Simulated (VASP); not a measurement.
# BeSe (F-43m) in VASP: dielectric tensor with r2SCAN

Aim: the dielectric tensor of BeSe with r2SCAN.

Program: VASP 6.6.1. These are calculated values, not measurements. Logs are shortened: lines on timing, memory, paths and dates and some standing lists are left out, and cuts for length are marked.

### 1 The cell of the first run

It takes space group F-43m (No. 216, cubic). The conventional cell has a = 5.162 Å, b = 5.162 Å, c = 5.162 Å, α = 90.00°, β = 90.00°, γ = 90.00°. Within 3.0 Å of Be (site symmetry -43m) lie 4 Se at 2.24 Å. Within 3.0 Å of Se (site symmetry -43m) lie 4 Be at 2.24 Å.

### 2 Dielectric tensor, r2SCAN

Input file INCAR:

```
SYSTEM = BeSe
PREC = Accurate ; ENCUT = 580
EDIFF = 1E-8 ; ISMEAR = 0
SIGMA = 0.01 ; LREAL = .FALSE.
LASPH = .TRUE. ; NELM = 120
ALGO = Normal ; ISIF = 2
LWAVE = .FALSE. ; LCHARG = .FALSE.
METAGGA = R2SCAN ; LMIXTAU = .TRUE.
LCALCEPS = .TRUE. ; GGA_COMPAT = .FALSE.
```

Input file KPOINTS:

```
regular mesh
0
G
  8 8 8
  0 0 0
```

Input file POSCAR:

```
BeSe
1.0
    0.0000000000      2.5810353788      2.5810353788
    2.5810353788      0.0000000000      2.5810353788
    2.5810353788      2.5810353788      0.0000000000
Be Se
1 1
Direct
    0.0000000000      0.0000000000      0.0000000000
    0.2500000000      0.2500000000      0.2500000000
```

Potentials or basis: VASP PAW PBE potentials, release 64 (Be, Se).

On the command line:

```
cat potpaw_PBE.64/Be/POTCAR potpaw_PBE.64/Se/POTCAR > POTCAR
mpirun -np 1 vasp_std > vasp.out
```

OUTCAR:

```text
SYSTEM = BeSe
   PREC = Accurate
   ENCUT = 580
   EDIFF = 1E-8
   ISMEAR = 0
   LREAL = .FALSE.
   LASPH = .TRUE.
   NELM = 120
   ISIF = 2
   METAGGA = R2SCAN

 ion  position               nearest neighbor table
   1  0.000  0.000  0.000-   2 2.24   2 2.24   2 2.24   2 2.24
   2  0.250  0.250  0.250-   1 2.24   1 2.24   1 2.24   1 2.24

  LATTYP: Found a face centered cubic cell.
 ALAT       =     5.1620707576

  Lattice vectors:

 A1 = (   0.0000000000,   2.5810353788,   2.5810353788)
 A2 = (   2.5810353788,   0.0000000000,   2.5810353788)
 A3 = (   2.5810353788,   2.5810353788,   0.0000000000)

Analysis of symmetry for initial positions (statically):
=====================================================================
 Subroutine PRICEL returns:
 Original cell was already a primitive cell.

 Routine SETGRP: Setting up the symmetry group for a
 face centered cubic supercell.

 Subroutine GETGRP returns: Found 24 space group operations
 (whereof 24 operations were pure point group operations)
 out of a pool of 48 trial point group operations.

The static configuration has the point symmetry T_d .

Analysis of symmetry for dynamics (positions and initial velocities):
=====================================================================
 Subroutine PRICEL returns:
 Original cell was already a primitive cell.

 Routine SETGRP: Setting up the symmetry group for a
 face centered cubic supercell.

 Subroutine GETGRP returns: Found 24 space group operations
 (whereof 24 operations were pure point group operations)
 out of a pool of 48 trial point group operations.

The dynamic configuration has the point symmetry T_d .

 Subroutine INISYM returns: Found 24 space group operations
 (whereof 24 operations are pure point group operations),
 and found     1 'primitive' translations

----------------------------------------------------------------------------------------

                                     Primitive cell

  volume of cell :      34.3884

  direct lattice vectors                    reciprocal lattice vectors
     0.000000000  2.581035379  2.581035379    -0.193720708  0.193720708  0.193720708
     2.581035379  0.000000000  2.581035379     0.193720708 -0.193720708  0.193720708
     2.581035379  2.581035379  0.000000000     0.193720708  0.193720708 -0.193720708

  length of vectors
     3.650135238  3.650135238  3.650135238     0.335534108  0.335534108  0.335534108

  position of ions in fractional coordinates (direct lattice)
     0.000000000  0.000000000  0.000000000
     0.250000000  0.250000000  0.250000000

  ion indices of the primitive-cell ions
   primitive index   ion index
                 1           1
                 2           2

----------------------------------------------------------------------------------------

 KPOINTS: regular mesh

Automatic generation of k-mesh.
 Grid dimensions read from file:
 generate k-points for:    8    8    8

 Generating k-lattice:

  Cartesian coordinates                     Fractional coordinates (reciprocal lattice)
    -0.024215088  0.024215088  0.024215088     0.125000000  0.000000000  0.000000000
     0.024215088 -0.024215088  0.024215088     0.000000000  0.125000000  0.000000000
     0.024215088  0.024215088 -0.024215088     0.000000000  0.000000000  0.125000000

  Length of vectors
     0.041941764  0.041941764  0.041941764

  Shift w.r.t. Gamma in fractional coordinates (k-lattice)
     0.000000000  0.000000000  0.000000000

 Subroutine IBZKPT returns following result:
 ===========================================

 Found     29 irreducible k-points:

 Following reciprocal coordinates:
            Coordinates               Weight
  0.000000  0.000000  0.000000      1.000000
  0.125000  0.000000  0.000000      8.000000
  0.250000  0.000000  0.000000      8.000000
  0.375000  0.000000  0.000000      8.000000
  0.500000  0.000000  0.000000      4.000000
  0.125000  0.125000  0.000000      6.000000
[... 16 lines left out ...]
  0.500000  0.250000  0.125000     48.000000
 -0.375000  0.250000  0.125000     24.000000
 [... further k-points ...]
   k-points           NKPTS =     29   k-points in BZ     NKDIM =     29   number of bands    NBANDS=      8
   number of dos      NEDOS =    301   number of ions     NIONS =      2
   total plane-waves  NPLWV =  27000
   dimension x,y,z NGX =    30 NGY =   30 NGZ =   30
   dimension x,y,z NGXF=    60 NGYF=   60 NGZF=   60
   ions per type =               1   1
   NGX,Y,Z   is equivalent  to a cutoff of  13.66, 13.66, 13.66 a.u.
   NGXF,Y,Z  is equivalent  to a cutoff of  27.33, 27.33, 27.33 a.u.
 SYSTEM =  BeSe
   PREC   = accura    normal or accurate (medium, high low for compatibility)
   ISTART =      0    job   : 0-new  1-cont  2-samecut
   ICHARG =      2    charge: 1-file 2-atom 10-const
   ISPIN  =      1    spin polarized calculation?
   LNONCOLLINEAR =      F non collinear calculations
   LSORBIT =      F    spin-orbit coupling
   LASPH  =      T    aspherical Exc in radial PAW
   ENCUT  =  580.0 eV  42.63 Ry    6.53 a.u.   7.17  7.17  7.17*2*pi/ulx,y,z
   NELM   =    120;   NELMIN=  2; NELMDL= -5     # of ELM steps
   EDIFF  = 0.1E-07   stopping-criterion for ELM
   LREAL  =      F    real-space projection
   EDIFFG = 0.1E-06   stopping-criterion for IOM
   NSW    =      0    number of steps for IOM
   IBRION =     -1    ionic relax: 0-MD 1-quasi-New 2-CG
   NFREE  =      0    steps in history (QN), initial steepest desc. (CG)
   ISIF   =      2    stress and relaxation
   ISYM   =      2    0-nonsym 1-usesym 2-fastsym
   POTIM  = 0.5000    time-step for ionic-motion
   TEBEG  =    0.0;   TEEND  =   0.0 temperature during run
   PSTRESS=    0.0 pullay stress
   NELECT =       8.0000    total number of electrons
   NUPDOWN=      -1.0000    fix difference up-down
   EMIN   =  10.00;   EMAX   =-10.00  energy-range for DOS
   EFERMI =   0.00;   METHOD = LEGACY
   ISMEAR =     0;   SIGMA  =   0.01  broadening in eV -4-tet -1-fermi 0-gaus
   EFERMI_NEDOS =   21; number of points for ismear=-14 and -15
   IALGO  =     38    algorithm
   IMIX   =      4    mixing-type and parameters
     AMIX     =   0.40;   BMIX     =  1.00
     AMIX_MAG =   1.60;   BMIX_MAG =  1.00
  volume/ion in A,a.u.               =      17.19       116.03
  Fermi-wavevector in a.u.,A,eV,Ry     =   1.006856  1.902683 13.793040  1.013760
  Thomas-Fermi vector in A             =   2.139625
   LORBIT       =      0    0 simple, 1 ext, 2 COOP (PROOUT), +10 PAW based schemes
   METAGGA = R2SCAN    functional components
   LHFCALC =     F    Hartree Fock is set to
   AEXX    =    0.0000 exact exchange contribution
   IVDW    =     0    specifies the selected vdW correction
   LEPSILON=     F    determine dielectric tensor
   LRPA    =     F    only Hartree local field effects (RPA)
   LRPA       =     F
 non-spin polarized calculation
 Gauss-broadening in eV      SIGMA  =   0.01
  energy-cutoff  :      580.00
  volume of cell :       34.39
 maximum number of plane-waves:      1106
 NGX is ok and might be reduce to    30
   NGX = 15   NGY = 15   NGZ = 15

 number of electron       8.0000001 magnetization

 Free energy of the ion-electron system (eV)
  ---------------------------------------------------
  ext. energy  EPLUGINS =         0.00000000
  ---------------------------------------------------
  free energy    TOTEN  =       -20.52913724 eV

  energy without entropy =      -20.52913724  energy(sigma->0) =      -20.52913724

 E-fermi :   3.0612     XC(G=0):  -9.8096

 val. band max:        3.0148684345   @ k =   0.0000   0.0000   0.0000
 cond. band min:   10000.0000000000   @ k =   0.0000   0.0000   0.0000
 fundamental gap:   9996.9851315655
 Fermi energy:         3.0612228410

 k-point     1 :       0.0000    0.0000    0.0000
  band No.  band energies     occupation
      1     -11.2480      2.00000
      2       3.0141      2.00000
      3       3.0145      2.00000
      4       3.0149      2.00000
      5   10000.0000      0.00000
      6   10000.0000      0.00000
      7   10000.0000      0.00000
      8   10000.0000      0.00000
[... 243 lines left out ...]
 k-point    24 :      -0.3750    0.2500    0.1250
  band No.  band energies     occupation
      1      -9.6188      2.00000
      2      -2.2777      2.00000
      3       0.1343      2.00000
      4       1.1435      2.00000
      5   10000.0000      0.00000
      6   10000.0000      0.00000
      7   10000.0000      0.00000
      8   10000.0000      0.00000

 [... further k-points ...]

------------------------ aborting loop because EDIFF is reached ----------------------------------------

            Ionic dipole moment: p[ion]=(     7.74311     7.74311     7.74311 ) |e| Angst

 Total electronic dipole moment: p[elc]=(     0.00646     0.00646     0.01511 ) |e| Angst

 MACROSCOPIC STATIC DIELECTRIC TENSOR (including local field effects)
 ------------------------------------------------------
           5.552823    -0.000000     0.000000
           0.000000     5.552823    -0.000000
          -0.000000     0.000000     5.552823
 ------------------------------------------------------

 PIEZOELECTRIC TENSOR (including local field effects) (e Angst)
          XX          YY          ZZ          XY          YZ          ZX
  --------------------------------------------------------------------------------
  x     0.00000     0.00000     0.00000    -0.00000    -1.32388    -0.00000
  y    -0.00000     0.00000    -0.00000    -0.00000     0.00000    -1.32388
  z     0.00000     0.00000     0.00000    -1.32388     0.00000    -0.00000

 PIEZOELECTRIC TENSOR (including local field effects) (C/m^2)
          XX          YY          ZZ          XY          YZ          ZX
  --------------------------------------------------------------------------------
  x     0.00000     0.00000     0.00000    -0.00000    -0.61680    -0.00000
  y    -0.00000     0.00000    -0.00000    -0.00000     0.00000    -0.61680
  z     0.00000     0.00000     0.00000    -0.61680     0.00000    -0.00000

 BORN EFFECTIVE CHARGES (including local field effects) (in |e|, cummulative output)
 ---------------------------------------------------------------------------------
 ion    1
    1     1.62446    -0.00000     0.00000
    2     0.00000     1.62446     0.00000
    3     0.00000     0.00000     1.62446
 ion    2
    1    -1.62446     0.00000     0.00000
    2     0.00000    -1.62446    -0.00000
    3     0.00000    -0.00000    -1.62446

  FORCE on cell =-STRESS in cart. coord.  units (eV):
  Direction    XX          YY          ZZ          XY          YZ          ZX
  --------------------------------------------------------------------------------------
  -------------------------------------------------------------------------------------
  Total        0.0554543      0.0554543      0.0554543     -0.0000000      0.0000000      0.0000000
  in kB        2.5836522      2.5836522      2.5836522     -0.0000000      0.0000000      0.0000000
  external PRESSURE =       2.5836522 kB  Pullay stress =       0.0000000 kB

 VOLUME and BASIS-vectors are now :
 -----------------------------------------------------------------------------
  energy-cutoff  :      580.00
  volume of cell :       34.39
      direct lattice vectors                 reciprocal lattice vectors
     0.000000000  2.581035379  2.581035379    -0.193720708  0.193720708  0.193720708
     2.581035379  0.000000000  2.581035379     0.193720708 -0.193720708  0.193720708
     2.581035379  2.581035379  0.000000000     0.193720708  0.193720708 -0.193720708

 POSITION                                       TOTAL-FORCE (eV/Angst)
 -----------------------------------------------------------------------------------
      0.00000      0.00000      0.00000         0.000000      0.000000      0.000000
      1.29052      1.29052      1.29052        -0.000000     -0.000000     -0.000000
 -----------------------------------------------------------------------------------
    total drift:                                0.000000      0.000000      0.000000

  FREE ENERGIE OF THE ION-ELECTRON SYSTEM (eV)
  ---------------------------------------------------
  free  energy   TOTEN  =       -20.5291372361 eV

  energy  without entropy=      -20.5291372361  energy(sigma->0) =      -20.52913724
```

Wall time 22 min (1 thread of Intel Xeon 6975P-C (Granite Rapids), shared host); peak memory 0.38 GiB.

What came out:

```yaml
Band_gap_on_the_k_mesh: 3.12 eV (least direct gap 5.04 eV)
Electronic_dielectric_tensor_diagonal: 5.55
Born_charges_mean_of_the_diagonal: Be +1.62; Se -1.62 e
```

Electronic dielectric tensor:
```
5.55 0.00 0.00
0.00 5.55 0.00
0.00 0.00 5.55
```

Born effective charge tensors (e):
atom 1, Be
```
1.62 0.00 0.00
0.00 1.62 0.00
0.00 0.00 1.62
```
atom 2, Se
```
-1.62  0.00  0.00
 0.00 -1.62  0.00
 0.00  0.00 -1.62
```

Dipole moments of the cell (e·Å, modulo the quantum): ionic 7.743, 7.743, 7.743; electronic 0.006, 0.006, 0.015

Caveat: the PAW data sets were made with another functional, which shifts forces and pressure a little. A k mesh can miss the band edges.

The gap in the log of VASP goes by the Fermi energy; the results here count the filled bands.